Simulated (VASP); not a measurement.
# ZnSnN2 (P-4m2) in VASP: a series of runs

ZnSnN2 is run at these levels: r2SCAN; tasks: single point.

Everything below comes from runs of VASP 6.6.1. Logs are shortened: lines on timing, memory, paths and dates and some standing lists are left out, and cuts for length are marked.

## 1. The cell of the first run

It takes space group P-4m2 (No. 115, tetragonal). Conventional cell: a = 3.382 Å, b = 3.382 Å, c = 4.700 Å, α = 90.00°, β = 90.00°, γ = 90.00°. Zn (site symmetry -4m2) has 4 N at 2.05 Å within 2.7 Å. Within 2.7 Å of N (site symmetry 2mm) lie 2 Zn at 2.05 Å and 2 Sn at 2.07 Å. Within 2.7 Å of Sn (site symmetry -4m2) lie 4 N at 2.07 Å.

## 2. Single point, r2SCAN

Contents of POSCAR:

```
ZnSnN2
1.0
    3.3820201404      0.0000000000      0.0000000000
    0.0000000000      3.3820201404      0.0000000000
    0.0000000000      0.0000000000      4.6996405255
Zn N Sn
1 2 1
Direct
    0.0000000000      0.0000000000      0.0000000000
    0.0000000000      0.5000000000      0.2448435878
    0.5000000000      0.0000000000      0.7551564122
    0.5000000000      0.5000000000      0.5000000000
```

Contents of INCAR.step1:

```
PREC = Accurate ; ENCUT = 520
ISMEAR = -1 ; SIGMA = 0.02
LREAL = F ; LASPH = T
NELM = 100 ; NBANDS = 26
GGA = PE ; ALGO = Normal
EDIFF = 1E-4 ; LWAVE = T
LCHARG = F
```

Contents of INCAR.step2:

```
PREC = Accurate ; ENCUT = 520
EDIFF = 1E-7 ; ISMEAR = -1
SIGMA = 0.02 ; LREAL = F
LASPH = T ; NELM = 100
ALGO = Normal ; ISIF = 2
LWAVE = F ; LCHARG = F
METAGGA = R2SCAN ; LMIXTAU = T
NBANDS = 26 ; ISTART = 1
```

Contents of KPOINTS:

```
Automatic mesh
0
Gamma
  6 6 4
```

Potentials or basis: VASP PAW PBE potentials, release 64 (Zn, N, Sn_d).

Run with:

```bash
> cat potpaw_PBE.64/Zn/POTCAR potpaw_PBE.64/N/POTCAR potpaw_PBE.64/Sn_d/POTCAR > POTCAR
> cp INCAR.step1 INCAR
> mpirun -np 1 vasp_std > vasp.out
> cp INCAR.step2 INCAR
> mpirun -np 1 vasp_std > vasp.out
```

OUTCAR:

```text
PREC = Accurate
   ENCUT = 520
   EDIFF = 1E-7
   ISMEAR = -1
   LREAL = F
   LASPH = T
   NELM = 100
   ISIF = 2
   METAGGA = R2SCAN
   ISTART = 1

 ion  position               nearest neighbor table
   1  0.000  0.000  0.000-   2 2.05   3 2.05   2 2.05   3 2.05   4 3.35   4 3.35   4 3.35   4 3.35
                             4 3.35   4 3.35   4 3.35   4 3.35
   2  0.000  0.500  0.245-   1 2.05   1 2.05   4 2.07   4 2.07
   3  0.500  0.000  0.755-   1 2.05   1 2.05   4 2.07   4 2.07
   4  0.500  0.500  0.500-   2 2.07   3 2.07   3 2.07   2 2.07   1 3.35   1 3.35   1 3.35   1 3.35
                             1 3.35   1 3.35   1 3.35   1 3.35

  LATTYP: Found a simple tetragonal cell.
 ALAT       =     3.3820201404
 C/A-ratio  =     1.3895956648

  Lattice vectors:

 A1 = (   3.3820201404,   0.0000000000,   0.0000000000)
 A2 = (   0.0000000000,   3.3820201404,   0.0000000000)
 A3 = (   0.0000000000,   0.0000000000,   4.6996405255)

Analysis of symmetry for initial positions (statically):
=====================================================================
 Subroutine PRICEL returns:
 Original cell was already a primitive cell.

 Routine SETGRP: Setting up the symmetry group for a
 simple tetragonal supercell.

 Subroutine GETGRP returns: Found  8 space group operations
 (whereof  8 operations were pure point group operations)
 out of a pool of 16 trial point group operations.

The static configuration has the point symmetry D_2d.

Analysis of symmetry for dynamics (positions and initial velocities):
=====================================================================
 Subroutine PRICEL returns:
 Original cell was already a primitive cell.

 Routine SETGRP: Setting up the symmetry group for a
 simple tetragonal supercell.

 Subroutine GETGRP returns: Found  8 space group operations
 (whereof  8 operations were pure point group operations)
 out of a pool of 16 trial point group operations.

The dynamic configuration has the point symmetry D_2d.

 Subroutine INISYM returns: Found  8 space group operations
 (whereof  8 operations are pure point group operations),
 and found     1 'primitive' translations

----------------------------------------------------------------------------------------

                                     Primitive cell

  volume of cell :      53.7548

  direct lattice vectors                    reciprocal lattice vectors
     3.382020140  0.000000000  0.000000000     0.295681267  0.000000000  0.000000000
     0.000000000  3.382020140  0.000000000     0.000000000  0.295681267  0.000000000
     0.000000000  0.000000000  4.699640526     0.000000000  0.000000000  0.212782232

  length of vectors
     3.382020140  3.382020140  4.699640526     0.295681267  0.295681267  0.212782232

  position of ions in fractional coordinates (direct lattice)
     0.000000000  0.000000000  0.000000000
     0.000000000  0.500000000  0.244843588
     0.500000000  0.000000000  0.755156412
     0.500000000  0.500000000  0.500000000

  ion indices of the primitive-cell ions
   primitive index   ion index
                 1           1
                 2           2
                 3           3
                 4           4

----------------------------------------------------------------------------------------

 KPOINTS: Automatic mesh

Automatic generation of k-mesh.
 Grid dimensions read from file:
 generate k-points for:    6    6    4

 Generating k-lattice:

  Cartesian coordinates                     Fractional coordinates (reciprocal lattice)
     0.049280211  0.000000000  0.000000000     0.166666667  0.000000000  0.000000000
     0.000000000  0.049280211  0.000000000     0.000000000  0.166666667  0.000000000
     0.000000000  0.000000000  0.053195558     0.000000000  0.000000000  0.250000000

  Length of vectors
     0.049280211  0.049280211  0.053195558

  Shift w.r.t. Gamma in fractional coordinates (k-lattice)
     0.000000000  0.000000000  0.000000000

 Subroutine IBZKPT returns following result:
 ===========================================

 Found     30 irreducible k-points:

 Following reciprocal coordinates:
            Coordinates               Weight
  0.000000  0.000000  0.000000      1.000000
  0.166667  0.000000  0.000000      4.000000
  0.333333  0.000000  0.000000      4.000000
  0.500000  0.000000  0.000000      2.000000
  0.166667  0.166667  0.000000      4.000000
  0.333333  0.166667  0.000000      8.000000
[... 16 lines left out ...]
  0.333333  0.000000  0.500000      4.000000
  0.500000  0.000000  0.500000      2.000000
 [... further k-points ...]
   k-points           NKPTS =     30   k-points in BZ     NKDIM =     30   number of bands    NBANDS=     26
   number of dos      NEDOS =    301   number of ions     NIONS =      4
   total plane-waves  NPLWV =  28224
   dimension x,y,z NGX =    28 NGY =   28 NGZ =   36
   dimension x,y,z NGXF=    56 NGYF=   56 NGZF=   72
   ions per type =               1   2   1
   NGX,Y,Z   is equivalent  to a cutoff of  13.76, 13.76, 12.73 a.u.
   NGXF,Y,Z  is equivalent  to a cutoff of  27.53, 27.53, 25.47 a.u.
 SYSTEM =  unknown system
   PREC   = accura    normal or accurate (medium, high low for compatibility)
   ISTART =      1    job   : 0-new  1-cont  2-samecut
   ICHARG =      0    charge: 1-file 2-atom 10-const
   ISPIN  =      1    spin polarized calculation?
   LNONCOLLINEAR =      F non collinear calculations
   LSORBIT =      F    spin-orbit coupling
   LASPH  =      T    aspherical Exc in radial PAW
   ENCUT  =  520.0 eV  38.22 Ry    6.18 a.u.   6.29  6.29  8.74*2*pi/ulx,y,z
   NELM   =    100;   NELMIN=  2; NELMDL=  0     # of ELM steps
   EDIFF  = 0.1E-06   stopping-criterion for ELM
   LREAL  =      F    real-space projection
   EDIFFG = 0.1E-05   stopping-criterion for IOM
   NSW    =      0    number of steps for IOM
   IBRION =     -1    ionic relax: 0-MD 1-quasi-New 2-CG
   NFREE  =      0    steps in history (QN), initial steepest desc. (CG)
   ISIF   =      2    stress and relaxation
   ISYM   =      2    0-nonsym 1-usesym 2-fastsym
   POTIM  = 0.5000    time-step for ionic-motion
   TEBEG  =    0.0;   TEEND  =   0.0 temperature during run
   PSTRESS=    0.0 pullay stress
   NELECT =      36.0000    total number of electrons
   NUPDOWN=      -1.0000    fix difference up-down
   EMIN   =  10.00;   EMAX   =-10.00  energy-range for DOS
   EFERMI =   0.00;   METHOD = LEGACY
   ISMEAR =    -1;   SIGMA  =   0.02  broadening in eV -4-tet -1-fermi 0-gaus
   EFERMI_NEDOS =   21; number of points for ismear=-14 and -15
   IALGO  =     38    algorithm
   IMIX   =      4    mixing-type and parameters
     AMIX     =   0.40;   BMIX     =  1.00
     AMIX_MAG =   1.60;   BMIX_MAG =  1.00
  volume/ion in A,a.u.               =      13.44        90.69
  Fermi-wavevector in a.u.,A,eV,Ry     =   1.432309  2.706671 27.912467  2.051508
  Thomas-Fermi vector in A             =   2.551950
   LORBIT       =      0    0 simple, 1 ext, 2 COOP (PROOUT), +10 PAW based schemes
   METAGGA = R2SCAN    functional components
   LHFCALC =     F    Hartree Fock is set to
   AEXX    =    0.0000 exact exchange contribution
   IVDW    =     0    specifies the selected vdW correction
   LEPSILON=     F    determine dielectric tensor
   LRPA    =     F    only Hartree local field effects (RPA)
 non-spin polarized calculation
  energy-cutoff  :      520.00
  volume of cell :       53.75
 maximum number of plane-waves:      1465
 NGX is ok and might be reduce to    28
   NGX = 13   NGY = 13   NGZ = 17

 number of electron      35.9999979 magnetization

 Free energy of the ion-electron system (eV)
  ---------------------------------------------------
  ext. energy  EPLUGINS =         0.00000000
  ---------------------------------------------------
  free energy    TOTEN  =       -52.31075434 eV

  energy without entropy =      -52.31075258  energy(sigma->0) =      -52.31075346

 E-fermi :   5.4153     XC(G=0): -11.8930

 val. band max:        5.2331669348   @ k =   0.0000   0.0000   0.0000
 cond. band min:       5.5757589680   @ k =   0.0000   0.0000   0.0000
 fundamental gap:      0.3425920332
 Fermi energy:         5.4153480571

 k-point     1 :       0.0000    0.0000    0.0000
  band No.  band energies     occupation
      1     -16.5645      2.00000
      2     -16.2372      2.00000
      3     -16.2372      2.00000
      4     -16.1805      2.00000
      5     -16.0437      2.00000
      6     -11.2484      2.00000
[... 18 lines left out ...]
     25      16.0899      0.00000
     26      18.9809      0.00000

 k-point     2 :       0.1667    0.0000    0.0000
  band No.  band energies     occupation
      1     -16.5289      2.00000
      2     -16.2799      2.00000
      3     -16.2349      2.00000
      4     -16.1625      2.00000
      5     -16.0570      2.00000
      6     -10.9938      2.00000
[... 18 lines left out ...]
     25      15.9409      0.00000
     26      18.1813      0.00000

 k-point     3 :       0.3333    0.0000    0.0000
  band No.  band energies     occupation
      1     -16.4688      2.00000
      2     -16.3562      2.00000
      3     -16.2304      2.00000
      4     -16.1220      2.00000
      5     -16.0835      2.00000
      6     -10.3180      2.00000
[... 18 lines left out ...]
     25      15.2062      0.00000
     26      17.7440      0.00000

 k-point     4 :       0.5000    0.0000    0.0000
  band No.  band energies     occupation
      1     -16.4505      2.00000
      2     -16.3857      2.00000
      3     -16.2280      2.00000
      4     -16.0975      2.00000
      5     -16.0967      2.00000
      6      -9.6870      2.00000
[... 18 lines left out ...]
     25      15.0300      0.00000
     26      17.3320      0.00000
[... 496 lines left out ...]
      1     -16.5324      2.00000
      2     -16.2826      2.00000
      3     -16.2365      2.00000
      4     -16.1569      2.00000
      5     -16.0569      2.00000
      6     -10.4902      2.00000
[... 18 lines left out ...]
     25      15.5037      0.00000
     26      17.3850      0.00000

 k-point    23 :       0.3333    0.0000    0.5000
  band No.  band energies     occupation
      1     -16.4749      2.00000
      2     -16.3592      2.00000
      3     -16.2321      2.00000
      4     -16.1157      2.00000
      5     -16.0835      2.00000
      6      -9.9672      2.00000
[... 18 lines left out ...]
     25      15.6412      0.00000
     26      16.5217      0.00000

 k-point    24 :       0.5000    0.0000    0.5000
  band No.  band energies     occupation
      1     -16.4604      2.00000
      2     -16.3862      2.00000
      3     -16.2298      2.00000
      4     -16.0967      2.00000
      5     -16.0909      2.00000
      6      -9.6165      2.00000
[... 18 lines left out ...]
     25      16.1247      0.00000
     26      16.1869      0.00000

 [... further k-points ...]
[... 5 lines left out ...]
  --------------------------------------------------------------------------------------
  -------------------------------------------------------------------------------------
  Total        0.1632129      0.1632129      0.1467438      0.0000000      0.0000000      0.0000000
  in kB        4.8646106      4.8646106      4.3737448      0.0000000      0.0000000      0.0000000
  external PRESSURE =       4.7009887 kB  Pullay stress =       0.0000000 kB

 VOLUME and BASIS-vectors are now :
 -----------------------------------------------------------------------------
  energy-cutoff  :      520.00
  volume of cell :       53.75
      direct lattice vectors                 reciprocal lattice vectors
     3.382020140  0.000000000  0.000000000     0.295681267  0.000000000  0.000000000
     0.000000000  3.382020140  0.000000000     0.000000000  0.295681267  0.000000000
     0.000000000  0.000000000  4.699640526     0.000000000  0.000000000  0.212782232

 POSITION                                       TOTAL-FORCE (eV/Angst)
 -----------------------------------------------------------------------------------
      0.00000      0.00000      0.00000        -0.000000      0.000000      0.000000
      0.00000      1.69101      1.15068        -0.000000      0.000000     -0.006757
      1.69101      0.00000      3.54896        -0.000000      0.000000      0.006757
      1.69101      1.69101      2.34982         0.000000     -0.000000      0.000000
 -----------------------------------------------------------------------------------
    total drift:                                0.000000      0.000000      0.000000

  FREE ENERGIE OF THE ION-ELECTRON SYSTEM (eV)
  ---------------------------------------------------
  free  energy   TOTEN  =       -52.3107543399 eV

  energy  without entropy=      -52.3107525825  energy(sigma->0) =      -52.31075346
```

Wall time 83 s (1 thread of Intel Xeon 6975P-C (Granite Rapids), shared host); peak memory 0.2 GiB.

Results:

```
Free energy            : -52.3108 eV
Pressure               : 0.5 GPa
Largest force          : 0.007 eV/Å
Band gap on the k mesh : 0.34 eV, direct
```

Forces on the atoms (eV/Å):
```
Zn   0.000  0.000  0.000
N    0.000  0.000 -0.007
N    0.000  0.000  0.007
Sn   0.000  0.000  0.000
```

Caveat: the PAW data sets were made with another functional, which shifts forces and pressure a little; spin-orbit coupling is left out, which moves the levels of the heavy elements.

(Continued in part 2 of 2.)
